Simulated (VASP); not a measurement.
# GeSb4Te7 (P-3m1) in VASP: single point with PBEsol

Aim: the single point of GeSb4Te7 with PBEsol.

Everything below comes from runs of VASP 6.6.1. Logs are shortened: lines on timing, memory, paths and dates and some standing lists are left out, and cuts for length are marked.

### Step 1. The cell of the first run

Symmetry: P-3m1, No. 164, trigonal system. Conventional cell: a = 4.340 Å, b = 4.340 Å, c = 23.835 Å, α = 90.00°, β = 90.00°, γ = 120.00°. Within 4.0 Å of Ge (site symmetry -3m) lie 6 Te at 3.00 Å. Sb (site symmetry 3m) has 6 Te at 3.02 to 3.18 Å within 4.0 Å. Within 4.0 Å of Sb (site symmetry 3m) lie 6 Te at 3.02 to 3.19 Å. Within 4.0 Å of Te (site symmetry 3m) lie 3 Sb at 3.02 Å and 3 Te at 3.88 Å. Within 4.0 Å of Te (site symmetry 3m) lie 3 Sb at 3.02 Å and 3 Te at 3.88 Å. Te (site symmetry 3m) has 3 Ge at 3.00 Å and 3 Sb at 3.19 Å and 12 Te at 4.15 to 4.43 Å within 4.5 Å. Te (site symmetry -3m) has 6 Sb at 3.18 Å and 12 Te at 4.34 to 4.42 Å within 4.5 Å.

### Step 2. Single point, PBEsol (equal strain along all axes, cell held: +2.0 %, then relaxed in part)

File INCAR:

```
PREC = Accurate ; ENCUT = 520
EDIFF = 1E-6 ; ISMEAR = 0
SIGMA = 0.1 ; LREAL = False
LASPH = True ; NELM = 60
ALGO = Normal ; ISIF = 2
LWAVE = False ; LCHARG = False
GGA = PS ; NBANDS = 50
```

File KPOINTS:

```
regular mesh
0
Gamma
  12 12 2
```

File POSCAR:

```
GeSb4Te7
1.0
    4.3397333601      0.0000000000      0.0000000000
   -2.1698666800      3.7583193355      0.0000000000
    0.0000000000      0.0000000000     23.8349741588
Ge Sb Te
1 4 7
Direct
    0.0000000000      0.0000000000      0.5000000000
    0.6666666667      0.3333333333      0.9179331680
    0.3333333333      0.6666666667      0.3474205663
    0.3333333333      0.6666666667      0.0820668320
    0.6666666667      0.3333333333      0.6525794337
    0.3333333333      0.6666666667      0.8473394959
    0.6666666667      0.3333333333      0.1526605041
    0.0000000000      0.0000000000      0.7229497848
    0.6666666667      0.3333333333      0.4304838257
    0.3333333333      0.6666666667      0.5695161743
    0.0000000000      0.0000000000      0.0000000000
    0.0000000000      0.0000000000      0.2770502152
```

Potentials or basis: VASP PAW PBE potentials, release 64 (Ge_d, Sb, Te).

Run with:

```sh
$ cat potpaw_PBE.64/Ge_d/POTCAR potpaw_PBE.64/Sb/POTCAR potpaw_PBE.64/Te/POTCAR > POTCAR
$ mpirun -np 1 vasp_std > vasp.out
```

OUTCAR:

```text
PREC = Accurate
   ENCUT = 520
   EDIFF = 1E-6
   ISMEAR = 0
   LREAL = False
   LASPH = True
   NELM = 60
   ISIF = 2
   GGA = PS

 ion  position               nearest neighbor table
   1  0.000  0.000  0.500-   9 3.00  10 3.00  10 3.00   9 3.00   9 3.00  10 3.00
   2  0.667  0.333  0.918-   6 3.02   6 3.02   6 3.02  11 3.18  11 3.18  11 3.18
   3  0.333  0.667  0.347-  12 3.02  12 3.02  12 3.02   9 3.19   9 3.19   9 3.19
   4  0.333  0.667  0.082-   7 3.02   7 3.02   7 3.02  11 3.18  11 3.18  11 3.18
   5  0.667  0.333  0.653-   8 3.02   8 3.02   8 3.02  10 3.19  10 3.19  10 3.19
   6  0.333  0.667  0.847-   2 3.02   2 3.02   2 3.02
   7  0.667  0.333  0.153-   4 3.02   4 3.02   4 3.02
   8  0.000  0.000  0.723-   5 3.02   5 3.02   5 3.02
   9  0.667  0.333  0.430-   1 3.00   1 3.00   1 3.00   3 3.19   3 3.19   3 3.19
  10  0.333  0.667  0.570-   1 3.00   1 3.00   1 3.00   5 3.19   5 3.19   5 3.19
  11  0.000  0.000  0.000-   2 3.18   4 3.18   4 3.18   2 3.18   2 3.18   4 3.18
  12  0.000  0.000  0.277-   3 3.02   3 3.02   3 3.02

  LATTYP: Found a hexagonal cell.
 ALAT       =     4.3397333601
 C/A-ratio  =     5.4922669623

  Lattice vectors:

 A1 = (   4.3397333601,   0.0000000000,   0.0000000000)
 A2 = (  -2.1698666800,   3.7583193355,   0.0000000000)
 A3 = (   0.0000000000,   0.0000000000,  23.8349741588)

Analysis of symmetry for initial positions (statically):
=====================================================================
 Subroutine PRICEL returns:
 Original cell was already a primitive cell.

 Routine SETGRP: Setting up the symmetry group for a
 hexagonal supercell.

 Subroutine GETGRP returns: Found 12 space group operations
 (whereof 12 operations were pure point group operations)
 out of a pool of 24 trial point group operations.

The static configuration has the point symmetry D_3d.

Analysis of symmetry for dynamics (positions and initial velocities):
=====================================================================
 Subroutine PRICEL returns:
 Original cell was already a primitive cell.

 Routine SETGRP: Setting up the symmetry group for a
 hexagonal supercell.

 Subroutine GETGRP returns: Found 12 space group operations
 (whereof 12 operations were pure point group operations)
 out of a pool of 24 trial point group operations.

The dynamic configuration has the point symmetry D_3d.

 Subroutine INISYM returns: Found 12 space group operations
 (whereof 12 operations are pure point group operations),
[... 114 lines left out ...]
   ENCUT  =  520.0 eV  38.22 Ry    6.18 a.u.   8.07  8.07 44.32*2*pi/ulx,y,z
   NELM   =     60;   NELMIN=  2; NELMDL= -5     # of ELM steps
   EDIFF  = 0.1E-05   stopping-criterion for ELM
   LREAL  =      F    real-space projection
[... 7 lines left out ...]
   TEBEG  =    0.0;   TEEND  =   0.0 temperature during run
   PSTRESS=    0.0 pullay stress
   NELECT =      76.0000    total number of electrons
   NUPDOWN=      -1.0000    fix difference up-down
   EMIN   =  10.00;   EMAX   =-10.00  energy-range for DOS
   EFERMI =   0.00;   METHOD = LEGACY
   ISMEAR =     0;   SIGMA  =   0.10  broadening in eV -4-tet -1-fermi 0-gaus
   EFERMI_NEDOS =   21; number of points for ismear=-14 and -15
   IALGO  =     38    algorithm
   IMIX   =      4    mixing-type and parameters
     AMIX     =   0.40;   BMIX     =  1.00
     AMIX_MAG =   1.60;   BMIX_MAG =  1.00
  volume/ion in A,a.u.               =      32.40       218.62
  Fermi-wavevector in a.u.,A,eV,Ry     =   0.950143  1.795510 12.282950  0.902771
  Thomas-Fermi vector in A             =   2.078492
   LORBIT       =      0    0 simple, 1 ext, 2 COOP (PROOUT), +10 PAW based schemes
   GGA     = PS    functional components
   LHFCALC =     F    Hartree Fock is set to
   AEXX    =    0.0000 exact exchange contribution
   IVDW    =     0    specifies the selected vdW correction
   LEPSILON=     F    determine dielectric tensor
   LRPA    =     F    only Hartree local field effects (RPA)
 non-spin polarized calculation
 Gauss-broadening in eV      SIGMA  =   0.10
  energy-cutoff  :      520.00
  volume of cell :      388.75
 maximum number of plane-waves:     10522
   NGX = 17   NGY = 17   NGZ = 89

 number of electron      75.9999984 magnetization

 Free energy of the ion-electron system (eV)
  ---------------------------------------------------
  ext. energy  EPLUGINS =         0.00000000
  ---------------------------------------------------
  free energy    TOTEN  =       -49.13792072 eV

  energy without entropy =      -49.13771590  energy(sigma->0) =      -49.13781831

 E-fermi :   5.9089     XC(G=0):  -9.3388

 val. band max:        5.8225000083   @ k =   0.0000   0.0000   0.5000
 cond. band min:       5.9961201814   @ k =   0.0000   0.0000   0.5000
 fundamental gap:      0.1736201731
 Fermi energy:         5.9089014873

 k-point     1 :       0.0000    0.0000    0.0000
  band No.  band energies     occupation
      1     -18.8737      2.00000
      2     -18.8737      2.00000
      3     -18.8696      2.00000
      4     -18.8673      2.00000
      5     -18.8673      2.00000
      6      -7.1396      2.00000
[... 1261 lines left out ...]
     49       8.8827      0.00000
     50       9.1112      0.00000

 [... further k-points ...]
[... 5 lines left out ...]
  --------------------------------------------------------------------------------------
  -------------------------------------------------------------------------------------
  Total       -5.0241638     -5.0241638     -3.0253762     -0.0000000      0.0000000      0.0000000
  in kB      -20.7063219    -20.7063219    -12.4686248     -0.0000000      0.0000000      0.0000000
  external PRESSURE =     -17.9604229 kB  Pullay stress =       0.0000000 kB

 VOLUME and BASIS-vectors are now :
 -----------------------------------------------------------------------------
  energy-cutoff  :      520.00
  volume of cell :      388.75
      direct lattice vectors                 reciprocal lattice vectors
     4.339733360  0.000000000  0.000000000     0.230428904  0.133038190  0.000000000
    -2.169866680  3.758319335  0.000000000     0.000000000  0.266076379  0.000000000
     0.000000000  0.000000000 23.834974159     0.000000000  0.000000000  0.041955154

 POSITION                                       TOTAL-FORCE (eV/Angst)
 -----------------------------------------------------------------------------------
      0.00000      0.00000     11.91749        -0.000000      0.000000      0.000000
      2.16987      1.25277     21.87891        -0.000000      0.000000      0.028354
     -0.00000      2.50555      8.28076        -0.000000     -0.000000      0.028630
     -0.00000      2.50555      1.95606        -0.000000     -0.000000     -0.028354
      2.16987      1.25277     15.55421        -0.000000      0.000000     -0.028630
     -0.00000      2.50555     20.19631        -0.000000      0.000000     -0.028143
      2.16987      1.25277      3.63866         0.000000     -0.000000      0.028143
      0.00000      0.00000     17.23149        -0.000000      0.000000      0.025183
      2.16987      1.25277     10.26057        -0.000000      0.000000     -0.008160
     -0.00000      2.50555     13.57440         0.000000     -0.000000      0.008160
      0.00000      0.00000      0.00000        -0.000000      0.000000      0.000000
      0.00000      0.00000      6.60348         0.000000     -0.000000     -0.025183
 -----------------------------------------------------------------------------------
    total drift:                                0.000000     -0.000000     -0.000000

  FREE ENERGIE OF THE ION-ELECTRON SYSTEM (eV)
  ---------------------------------------------------
  free  energy   TOTEN  =       -49.1379207234 eV

  energy  without entropy=      -49.1377158972  energy(sigma->0) =      -49.13781831
```

OSZICAR:

```text
N       E                     dE             d eps       ncg     rms          rms(c)
DAV:   1     0.555364922612E+03    0.55536E+03   -0.27279E+04  4110   0.152E+03
DAV:   2     0.382332796165E+02   -0.51713E+03   -0.49491E+03  4264   0.324E+02
DAV:   3    -0.438786533531E+02   -0.82112E+02   -0.78060E+02  4568   0.121E+02
DAV:   4    -0.492847990309E+02   -0.54061E+01   -0.52835E+01  4628   0.341E+01
DAV:   5    -0.494972759836E+02   -0.21248E+00   -0.21135E+00  5364   0.680E+00    0.127E+01
DAV:   6    -0.491471804409E+02    0.35010E+00   -0.61353E-01  5120   0.338E+00    0.865E+00
DAV:   7    -0.492817377768E+02   -0.13456E+00   -0.10920E+00  4870   0.471E+00    0.220E+00
DAV:   8    -0.491580348698E+02    0.12370E+00   -0.77578E-01  5174   0.433E+00    0.120E+00
DAV:   9    -0.491365936798E+02    0.21441E-01   -0.10386E-01  4712   0.158E+00    0.688E-01
DAV:  10    -0.491380416461E+02   -0.14480E-02   -0.36692E-02  4504   0.588E-01    0.417E-01
DAV:  11    -0.491378504146E+02    0.19123E-03   -0.20700E-03  5070   0.248E-01    0.202E-01
DAV:  12    -0.491379462910E+02   -0.95876E-04   -0.11483E-03  4792   0.122E-01    0.761E-02
DAV:  13    -0.491379235087E+02    0.22782E-04   -0.15756E-04  5026   0.490E-02    0.394E-02
DAV:  14    -0.491379212777E+02    0.22311E-05   -0.41709E-05  5702   0.232E-02    0.207E-02
DAV:  15    -0.491379207234E+02    0.55426E-06   -0.91706E-06  4724   0.135E-02
   1 F= -.49137921E+02 E0= -.49137818E+02  d E =-.204826E-03
```

Wall time 11 min (1 thread of Intel Xeon Platinum 8488C (Sapphire Rapids), shared host); peak memory 0.85 GiB.

Results:

* Free energy: -49.1379 eV
* Pressure: -1.8 GPa
* Largest force: 0.029 eV/Å
* Band gap on the k mesh: 0.17 eV

Forces in eV/Å, atoms in the order of the input:
```
Ge   0.000  0.000  0.000
Sb   0.000  0.000  0.028
Sb   0.000  0.000  0.029
Sb   0.000  0.000 -0.028
Sb   0.000  0.000 -0.029
Te   0.000  0.000 -0.028
Te   0.000  0.000  0.028
Te   0.000  0.000  0.025
Te   0.000  0.000 -0.008
Te   0.000  0.000  0.008
Te   0.000  0.000  0.000
Te   0.000  0.000 -0.025
```

Stress tensor (GPa, compression positive):
```
-2.07  0.00  0.00
 0.00 -2.07  0.00
 0.00  0.00 -1.25
```

Caveat: the cell differs from its parent crystal (equal strain along all axes, cell held: +2.0 %, then relaxed in part); the PAW data sets were made with another functional, which shifts forces and pressure a little; spin-orbit coupling is left out, which moves the levels of the heavy elements; this functional lacks dispersion, which binds layers or chains, so the pressure and a relaxed spacing across them are unreliable. A k mesh can miss the band edges.
